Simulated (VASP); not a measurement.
# Rb (I4/mmm) in VASP: notebook

The runs below take Rb through relaxation of shape and atoms at fixed volume, with PBE.

Everything below comes from runs of VASP 6.6.1. Logs are shortened: lines on timing, memory, paths and dates and some standing lists are left out, and cuts for length are marked.

### Step 1. The cell of the first run

It takes space group I4/mmm (No. 139, tetragonal). Conventional cell: a = 5.690 Å, b = 5.690 Å, c = 5.285 Å, α = 90.00°, β = 90.00°, γ = 90.00°.

### Step 2. Relaxation of shape and atoms at fixed volume, PBE (85.56 Å³/atom)

INCAR reads:

```
SYSTEM = Rb
PREC = Accurate ; ENCUT = 600
EDIFF = 1E-7 ; ISMEAR = 0
SIGMA = 0.1 ; LREAL = .FALSE.
LASPH = .TRUE. ; NELM = 100
ALGO = Normal ; ISIF = 4
LWAVE = .FALSE. ; LCHARG = .FALSE.
GGA = PE ; IBRION = 2
NSW = 50 ; EDIFFG = -0.01
```

KPOINTS reads:

```
regular mesh
0
G
  10 10 10
  0 0 0
```

POSCAR reads:

```
Rb
1.0
   -2.8451569133      2.8451569133      2.6425086802
    2.8451569133     -2.8451569133      2.6425086802
    2.8451569133      2.8451569133     -2.6425086802
Rb
1
Direct
    0.0000000000      0.0000000000      0.0000000000
```

Potentials or basis: VASP PAW PBE potentials, release 64 (Rb_sv).

On the command line:

```bash
$ cat potpaw_PBE.64/Rb_sv/POTCAR > POTCAR
$ mpirun -np 1 vasp_std > vasp.out
```

OUTCAR:

```text
SYSTEM = Rb
   PREC = Accurate
   ENCUT = 600
   EDIFF = 1E-7
   ISMEAR = 0
   LREAL = .FALSE.
   LASPH = .TRUE.
   NELM = 100
   ISIF = 4
   GGA = PE
   IBRION = 2
   NSW = 50
   EDIFFG = -0.01

 ion  position               nearest neighbor table
   1  0.000  0.000  0.000-

  LATTYP: Found a body centered tetragonal cell.
 ALAT       =     5.6903138266
 C/A-ratio  =     0.9287743210

  Lattice vectors:

 A1 = (  -2.8451569133,   2.8451569133,   2.6425086802)
 A2 = (   2.8451569133,  -2.8451569133,   2.6425086802)
 A3 = (   2.8451569133,   2.8451569133,  -2.6425086802)

Analysis of symmetry for initial positions (statically):
=====================================================================
 Subroutine PRICEL returns:
 Original cell was already a primitive cell.

 Routine SETGRP: Setting up the symmetry group for a
 body centered tetragonal supercell.

 Subroutine GETGRP returns: Found 16 space group operations
 (whereof 16 operations were pure point group operations)
 out of a pool of 16 trial point group operations.

The static configuration has the point symmetry D_4h.

Analysis of symmetry for dynamics (positions and initial velocities):
=====================================================================
 Subroutine PRICEL returns:
 Original cell was already a primitive cell.

 Routine SETGRP: Setting up the symmetry group for a
 body centered tetragonal supercell.

 Subroutine GETGRP returns: Found 16 space group operations
 (whereof 16 operations were pure point group operations)
 out of a pool of 16 trial point group operations.

The dynamic configuration has the point symmetry D_4h.

 Subroutine INISYM returns: Found 16 space group operations
 (whereof 16 operations are pure point group operations),
 and found     1 'primitive' translations

----------------------------------------------------------------------------------------

                                     Primitive cell

  volume of cell :      85.5636

  direct lattice vectors                    reciprocal lattice vectors
    -2.845156913  2.845156913  2.642508680     0.000000000  0.175737232  0.189214137
     2.845156913 -2.845156913  2.642508680     0.175737232  0.000000000  0.189214137
     2.845156913  2.845156913 -2.642508680     0.175737232  0.175737232  0.000000000

  length of vectors
     4.813801808  4.813801808  4.813801808     0.258235482  0.258235482  0.248529977

  position of ions in fractional coordinates (direct lattice)
     0.000000000  0.000000000  0.000000000

  ion indices of the primitive-cell ions
   primitive index   ion index
                 1           1

----------------------------------------------------------------------------------------

 KPOINTS: regular mesh

Automatic generation of k-mesh.
 Grid dimensions read from file:
 generate k-points for:   10   10   10

 Generating k-lattice:

  Cartesian coordinates                     Fractional coordinates (reciprocal lattice)
     0.000000000  0.017573723  0.018921414     0.100000000 -0.000000000  0.000000000
     0.017573723  0.000000000  0.018921414    -0.000000000  0.100000000  0.000000000
     0.017573723  0.017573723  0.000000000     0.000000000  0.000000000  0.100000000

  Length of vectors
     0.025823548  0.025823548  0.024852998

  Shift w.r.t. Gamma in fractional coordinates (k-lattice)
     0.000000000  0.000000000  0.000000000

 Subroutine IBZKPT returns following result:
 ===========================================

 Found    102 irreducible k-points:

 Following reciprocal coordinates:
            Coordinates               Weight
  0.000000  0.000000  0.000000      1.000000
  0.100000  0.000000 -0.000000      8.000000
  0.200000  0.000000 -0.000000      8.000000
  0.300000  0.000000 -0.000000      8.000000
  0.400000  0.000000  0.000000      8.000000
  0.500000  0.000000  0.000000      4.000000
[... 16 lines left out ...]
  0.300000  0.300000 -0.000000      8.000000
  0.400000  0.300000  0.000000     16.000000
 [... further k-points ...]
   k-points           NKPTS =    102   k-points in BZ     NKDIM =    102   number of bands    NBANDS=      8
   number of dos      NEDOS =    301   number of ions     NIONS =      1
   total plane-waves  NPLWV =  64000
   dimension x,y,z NGX =    40 NGY =   40 NGZ =   40
   dimension x,y,z NGXF=    80 NGYF=   80 NGZF=   80
   ions per type =               1
   NGX,Y,Z   is equivalent  to a cutoff of  13.81, 13.81, 13.81 a.u.
   NGXF,Y,Z  is equivalent  to a cutoff of  27.63, 27.63, 27.63 a.u.
 SYSTEM =  Rb
   PREC   = accura    normal or accurate (medium, high low for compatibility)
   ISTART =      0    job   : 0-new  1-cont  2-samecut
   ICHARG =      2    charge: 1-file 2-atom 10-const
   ISPIN  =      1    spin polarized calculation?
   LNONCOLLINEAR =      F non collinear calculations
   LSORBIT =      F    spin-orbit coupling
   LASPH  =      T    aspherical Exc in radial PAW
[... 28 lines left out ...]
   LHFCALC =     F    Hartree Fock is set to
   AEXX    =    0.0000 exact exchange contribution
   IVDW    =     0    specifies the selected vdW correction
   LEPSILON=     F    determine dielectric tensor
   LRPA    =     F    only Hartree local field effects (RPA)
 conjugate gradient relaxation of ions
 non-spin polarized calculation
 Gauss-broadening in eV      SIGMA  =   0.10
  energy-cutoff  :      600.00
  volume of cell :       85.56
 maximum number of plane-waves:      2891
   NGX = 19   NGY = 19   NGZ = 19

 number of electron       9.0000000 magnetization

 Free energy of the ion-electron system (eV)
  ---------------------------------------------------
  ext. energy  EPLUGINS =         0.00000000
  ---------------------------------------------------
  free energy    TOTEN  =        -0.93262345 eV

  energy without entropy =       -0.92725202  energy(sigma->0) =       -0.92993773

 E-fermi :   0.1479     XC(G=0):  -5.6169

 val. band max:        0.1349596496   @ k =   0.5000   0.2000   0.0000
 cond. band min:       0.1516677955   @ k =  -0.4000   0.4000   0.2000
 fundamental gap:      0.0167081460
 Fermi energy:         0.1478746615

 k-point     1 :       0.0000    0.0000    0.0000
  band No.  band energies     occupation
      1     -28.7185      2.00000
      2     -12.7539      2.00000
      3     -12.7539      2.00000
      4     -12.7538      2.00000
      5      -1.9003      2.00000
      6       3.6370      0.00000
      7       4.0434      0.00000
      8       4.0434      0.00000

 k-point     2 :       0.1000    0.0000   -0.0000
  band No.  band energies     occupation
      1     -28.7179      2.00000
      2     -12.7655      2.00000
      3     -12.7578      2.00000
      4     -12.7542      2.00000
      5      -1.7719      2.00000
      6       3.5736      0.00000
      7       3.8146      0.00000
      8       4.0321      0.00000

 k-point     3 :       0.2000    0.0000   -0.0000
  band No.  band energies     occupation
      1     -28.7165      2.00000
      2     -12.7956      2.00000
      3     -12.7680      2.00000
      4     -12.7552      2.00000
      5      -1.3998      2.00000
      6       3.1158      0.00000
      7       3.2651      0.00000
      8       4.2991      0.00000

 k-point     4 :       0.3000    0.0000   -0.0000
  band No.  band energies     occupation
      1     -28.7147      2.00000
      2     -12.8321      2.00000
      3     -12.7805      2.00000
      4     -12.7565      2.00000
      5      -0.8237      2.00000
      6       2.3315      0.00000
      7       2.9289      0.00000
      8       4.7748      0.00000

 k-point     5 :       0.4000    0.0000    0.0000
  band No.  band energies     occupation
      1     -28.7132      2.00000
      2     -12.8611      2.00000
      3     -12.7906      2.00000
      4     -12.7575      2.00000
      5      -0.1185      1.99984
      6       1.5859      0.00000
      7       2.7018      0.00000
      8       4.7135      0.00000
[... 177 lines left out ...]
 k-point    22 :      -0.2000    0.2000    0.0000
  band No.  band energies     occupation
      1     -28.7166      2.00000
      2     -12.7957      2.00000
      3     -12.7656      2.00000
      4     -12.7527      2.00000
      5      -1.4370      2.00000
      6       2.8873      0.00000
      7       3.6003      0.00000
      8       4.3496      0.00000

 k-point    23 :       0.3000    0.3000   -0.0000
  band No.  band energies     occupation
      1     -28.7121      2.00000
      2     -12.8472      2.00000
      3     -12.8217      2.00000
      4     -12.7706      2.00000
      5       0.9622      0.00000
      6       1.3802      0.00000
      7       1.7002      0.00000
      8       4.3105      0.00000

 k-point    24 :       0.4000    0.3000    0.0000
  band No.  band energies     occupation
      1     -28.7122      2.00000
      2     -12.8450      2.00000
      3     -12.8229      2.00000
      4     -12.7681      2.00000
      5       0.8063      0.00000
      6       1.4437      0.00000
      7       1.7642      0.00000
      8       4.3191      0.00000

 [... further k-points ...]

------------------------ aborting loop because EDIFF is reached ----------------------------------------

  FORCE on cell =-STRESS in cart. coord.  units (eV):
  Direction    XX          YY          ZZ          XY          YZ          ZX
  --------------------------------------------------------------------------------------
  -------------------------------------------------------------------------------------
  Total        0.1054118      0.1054118      0.1167872      0.0000000     -0.0000000      0.0000000
  in kB        1.9738351      1.9738351      2.1868389      0.0000000     -0.0000000      0.0000000
  external PRESSURE =       2.0448363 kB  Pullay stress =       0.0000000 kB

 VOLUME and BASIS-vectors are now :
 -----------------------------------------------------------------------------
  energy-cutoff  :      600.00
  volume of cell :       85.56
      direct lattice vectors                 reciprocal lattice vectors
    -2.845156913  2.845156913  2.642508680     0.000000000  0.175737232  0.189214137
     2.845156913 -2.845156913  2.642508680     0.175737232  0.000000000  0.189214137
     2.845156913  2.845156913 -2.642508680     0.175737232  0.175737232  0.000000000

 POSITION                                       TOTAL-FORCE (eV/Angst)
 -----------------------------------------------------------------------------------
      0.00000      0.00000      0.00000         0.000000      0.000000     -0.000000
 -----------------------------------------------------------------------------------
    total drift:                                0.000000      0.000000     -0.000000

  FREE ENERGIE OF THE ION-ELECTRON SYSTEM (eV)
  ---------------------------------------------------
  free  energy   TOTEN  =        -0.9326234468 eV

  energy  without entropy=       -0.9272520153  energy(sigma->0) =       -0.92993773

 reached required accuracy - stopping structural energy minimisation
```

Wall time 38 s (1 thread of Intel Xeon 6975P-C (Granite Rapids), shared host); peak memory 0.28 GiB.

What came out:

```yaml
Free_energy: -0.9326 eV
Pressure_after_relaxing: 0.2 GPa
Band_gap_on_the_k_mesh: zero (an odd number of electrons rules out a gap without spin polarisation)
```

Final structure:
```
CELL_PARAMETERS angstrom
-2.84516 2.84516 2.64251
2.84516 -2.84516 2.64251
2.84516 2.84516 -2.64251
ATOMIC_POSITIONS crystal
Rb 0.00000 0.00000 0.00000
```

Caveat: the relaxation stopped at its first step, so nothing moved.

### Step 3. Relaxation of shape and atoms at fixed volume, PBE (88.29 Å³/atom)

This run uses another cell than the first one, of 88.29 Å³/atom.

INCAR reads:

```
SYSTEM = Rb
PREC = Accurate
ENCUT = 600
EDIFF = 1E-6
ISMEAR = 0
SIGMA = 0.1
LREAL = .FALSE.
LASPH = .TRUE.
NELM = 80
ALGO = Normal
ISIF = 4
LWAVE = .FALSE.
LCHARG = .FALSE.
GGA = PE
IBRION = 2
NSW = 50
EDIFFG = -0.01
```

KPOINTS is that of step 2.

POSCAR reads:

```
Rb
1.0
   -2.8751081345      2.8751081345      2.6703266053
    2.8751081345     -2.8751081345      2.6703266053
    2.8751081345      2.8751081345     -2.6703266053
Rb
1
Direct
    0.0000000000      0.0000000000      0.0000000000
```

Potentials or basis: VASP PAW PBE potentials, release 64 (Rb_sv).

On the command line:

```bash
$ cat potpaw_PBE.64/Rb_sv/POTCAR > POTCAR
$ mpirun -np 1 vasp_std > vasp.out
```

Wall time 30 s (1 thread of Intel Xeon 6975P-C (Granite Rapids), shared host); peak memory 0.28 GiB.

Results (log left out):

| Item | Value |
| --- | --- |
| Free energy | -0.9352 eV |
| Pressure after relaxing | 0.1 GPa |
| Band gap on the k mesh | zero (an odd number of electrons rules out a gap without spin polarisation) |

Final structure:
```yaml
crystal:
  lattice:
    - [-2.87511, 2.87511, 2.67033]
    - [2.87511, -2.87511, 2.67033]
    - [2.87511, 2.87511, -2.67033]
  atoms:
    - { symbol: Rb, position: [0.00000, 0.00000, 0.00000] }
```

Levels at points of the mesh, in eV from the Fermi level:
```tsv
k point	band 1	band 2	band 3	band 4	band 5	band 6	band 7	band 8
(0.00, 0.00, 0.00)	-28.88	-12.92	-12.92	-12.92	-2.00	3.47	3.86	3.86
(0.50, 0.00, 0.00)	-28.88	-13.03	-12.96	-12.92	0.29	0.88	2.47	4.37
(0.50, 0.50, 0.00)	-28.88	-13.03	-12.95	-12.92	0.15	0.70	2.89	4.14
(0.50, 0.50, 0.50)	-28.87	-13.00	-13.00	-12.98	1.15	1.33	3.10	3.10
```

Caveat: the relaxation stopped at its first step, so nothing moved.

### Step 4. Relaxation of shape and atoms at fixed volume, PBE (93.76 Å³/atom)

This run uses another cell than the first one, of 93.76 Å³/atom.

INCAR reads:

```
SYSTEM = Rb
PREC     = Accurate       ! precision mode
ENCUT    = 600            ! plane-wave cutoff, eV
EDIFF    = 1E-7           ! SCF threshold, eV
ISMEAR   = 0              ! smearing method
SIGMA    = 0.1            ! smearing width, eV
LREAL    = .False.        ! projectors in reciprocal space
LASPH    = .True.         ! aspherical terms in the spheres
NELM     = 100            ! most SCF steps
ALGO     = Normal         ! electronic algorithm
ISIF     = 4              ! what is computed and relaxed
LWAVE    = .False.        ! write WAVECAR
LCHARG   = .False.        ! write CHGCAR
GGA      = PE             ! functional
IBRION   = 2              ! ionic algorithm
NSW      = 50             ! ionic steps
EDIFFG   = -0.01          ! ionic threshold
```

KPOINTS reads:

```
Automatic mesh
0
Gamma
  10 10 10
  0 0 0
```

POSCAR reads:

```
Rb
1.0
   -2.9332067802      2.9332067802      2.7242871356
    2.9332067802     -2.9332067802      2.7242871356
    2.9332067802      2.9332067802     -2.7242871356
Rb
1
Direct
    0.0000000000      0.0000000000      0.0000000000
```

On the command line:

```bash
$ cat potpaw_PBE.64/Rb_sv/POTCAR > POTCAR
$ mpirun -np 1 vasp_std > vasp.out
```

Wall time 35 s (1 thread of Intel Xeon 6975P-C (Granite Rapids), shared host); peak memory 0.29 GiB.

It converged, with:

| Quantity | Value |
| --- | --- |
| Free energy | -0.9356 eV |
| Pressure after relaxing | -0.1 GPa |
| Band gap on the k mesh | zero (an odd number of electrons rules out a gap without spin polarisation) |

Final structure:
```cif
data_structure
_symmetry_space_group_name_H-M 'P 1'
_symmetry_Int_Tables_number 1
_cell_length_a 4.9628
_cell_length_b 4.9628
_cell_length_c 4.9628
_cell_angle_alpha 107.538
_cell_angle_beta 107.538
_cell_angle_gamma 113.411
_cell_volume 93.76
loop_
_atom_site_label
_atom_site_type_symbol
_atom_site_fract_x
_atom_site_fract_y
_atom_site_fract_z
_atom_site_occupancy
Rb1 Rb 0.00000 0.00000 0.00000 1
```

Levels at points of the mesh, in eV from the Fermi level:
| k point | band 1 | band 2 | band 3 | band 4 | band 5 | band 6 | band 7 | band 8 |
| --- | --- | --- | --- | --- | --- | --- | --- | --- |
| (0.00, 0.00, 0.00) | -28.91 | -12.96 | -12.96 | -12.96 | -1.92 | 3.42 | 3.80 | 3.80 |
| (0.50, 0.00, 0.00) | -28.91 | -13.04 | -12.99 | -12.96 | 0.30 | 0.83 | 2.47 | 4.24 |
| (0.50, 0.50, 0.00) | -28.91 | -13.04 | -12.98 | -12.95 | 0.16 | 0.66 | 2.86 | 4.04 |
| (0.50, 0.50, 0.50) | -28.90 | -13.02 | -13.02 | -13.01 | 1.19 | 1.37 | 2.95 | 2.95 |

Caveat: the relaxation stopped at its first step, so nothing moved.

### Step 5. Relaxation of shape and atoms at fixed volume, PBE (96.49 Å³/atom)

This run uses another cell than the first one, of 96.49 Å³/atom.

INCAR reads:

```
SYSTEM = Rb
PREC = Accurate
ENCUT = 600
EDIFF = 1E-6
ISMEAR = 0
SIGMA = 0.1
LREAL = .False.
LASPH = .True.
NELM = 80
ALGO = Fast
ISIF = 4
LWAVE = .False.
LCHARG = .False.
GGA = PE
IBRION = 2
NSW = 50
EDIFFG = -0.01
```

KPOINTS is that of step 4.

POSCAR reads:

```
Rb
1.0
   -2.9614124218      2.9614124218      2.7504838112
    2.9614124218     -2.9614124218      2.7504838112
    2.9614124218      2.9614124218     -2.7504838112
Rb
1
Direct
    0.0000000000      0.0000000000      0.0000000000
```

On the command line:

```bash
$ cat potpaw_PBE.64/Rb_sv/POTCAR > POTCAR
$ mpirun -np 1 vasp_std > vasp.out
```

It took 32 s on 1 thread of Intel Xeon 6975P-C (Granite Rapids), shared host; peak memory 0.29 GiB.

The run converged. Its results:

* Free energy: -0.9338 eV
* Pressure after relaxing: -0.1 GPa
* Band gap on the k mesh: zero (an odd number of electrons rules out a gap without spin polarisation)

Final structure:
```
Rb
1.0
    -2.96141    2.96141    2.75048
     2.96141   -2.96141    2.75048
     2.96141    2.96141   -2.75048
Rb
1
Direct
  0.00000 0.00000 0.00000
```

Levels at points of the mesh, in eV from the Fermi level:
```
           k point  band 1  band 2  band 3  band 4  band 5  band 6  band 7  band 8
(0.00, 0.00, 0.00)  -28.93  -12.97  -12.97  -12.97   -1.89    3.40    3.77    3.77
(0.50, 0.00, 0.00)  -28.92  -13.05  -13.00  -12.98    0.31    0.81    2.46    4.17
(0.50, 0.50, 0.00)  -28.92  -13.05  -13.00  -12.97    0.17    0.65    2.85    3.99
(0.50, 0.50, 0.50)  -28.92  -13.03  -13.03  -13.02    1.21    1.38    2.88    2.88
```

Caveat: the relaxation stopped at its first step, so nothing moved.

### Step 6. Relaxation of shape and atoms at fixed volume, PBE (100.13 Å³/atom)

This run uses another cell than the first one, of 100.13 Å³/atom.

INCAR reads:

```
SYSTEM = Rb
ALGO = Normal
EDIFF = 1E-7
EDIFFG = -0.01
ENCUT = 600
GGA = PE
IBRION = 2
ISIF = 4
ISMEAR = 0
LASPH = .True.
LCHARG = .False.
LREAL = .False.
LWAVE = .False.
NELM = 80
NSW = 50
PREC = Accurate
SIGMA = 0.1
```

KPOINTS reads:

```
k-points
0
Gamma
  10 10 10
  0 0 0
```

POSCAR reads:

```
Rb
1.0
   -2.9982039157      2.9982039157      2.7846548060
    2.9982039157     -2.9982039157      2.7846548060
    2.9982039157      2.9982039157     -2.7846548060
Rb
1
Direct
    0.0000000000      0.0000000000      0.0000000000
```

Potentials or basis: VASP PAW PBE potentials, release 64 (Rb_sv).

On the command line:

```bash
$ cat potpaw_PBE.64/Rb_sv/POTCAR > POTCAR
$ mpirun -np 1 vasp_std > vasp.out
```

Run time: 82 s. Hardware: 1 thread of Intel Xeon Platinum 8175M at 2.50GHz (Skylake/Cascade Lake), shared host; peak memory 0.31 GiB.

It converged, with:

```
Free energy             : -0.9298 eV
Pressure after relaxing : -0.2 GPa
Band gap on the k mesh  : zero (an odd number of electrons rules out a gap without spin polarisation)
```

Final structure:
```xyz
1
Lattice="-2.9982 2.9982 2.7847 2.9982 -2.9982 2.7847 2.9982 2.9982 -2.7847" Properties=species:S:1:pos:R:3 pbc="T T T"
Rb    0.0000    0.0000    0.0000
```

Levels at points of the mesh, in eV from the Fermi level:
```
           k point  band 1  band 2  band 3  band 4  band 5  band 6  band 7  band 8
(0.00, 0.00, 0.00)  -28.95  -13.00  -13.00  -13.00   -1.84    3.37    3.73    3.73
(0.50, 0.00, 0.00)  -28.95  -13.07  -13.02  -13.00    0.31    0.79    2.46    4.09
(0.50, 0.50, 0.00)  -28.95  -13.07  -13.02  -13.00    0.17    0.63    2.83    3.92
(0.50, 0.50, 0.50)  -28.94  -13.05  -13.05  -13.04    1.23    1.40    2.80    2.80
```

Caveat: the relaxation stopped at its first step, so nothing moved.

### Step 7. Overview

```csv
cell,gap on the mesh (eV),pressure (GPa)
"relaxed from a = 4.814 Å, angles 107.5, 107.5, 113.4°, 1 atom",none,0.2
"relaxed from a = 4.864 Å, angles 107.5, 107.5, 113.4°, 1 atom",none,0.1
"relaxed from a = 4.963 Å, angles 107.5, 107.5, 113.4°, 1 atom",none,-0.1
"relaxed from a = 5.010 Å, angles 107.5, 107.5, 113.4°, 1 atom",none,-0.1
"relaxed from a = 5.073 Å, angles 107.5, 107.5, 113.4°, 1 atom",none,-0.2
```

Alike in all rows: task relaxation of shape and atoms at fixed volume; level PBE; potentials or basis VASP PAW PBE potentials, release 64 (Rb_sv); no spin polarisation; k mesh 10 × 10 × 10; cutoff (eV) 600; smearing gaussian 0.1 eV.

Caveats: the relaxation stopped at its first step, so nothing moved.

Absolute energies hang on the potentials; compare differences alone.
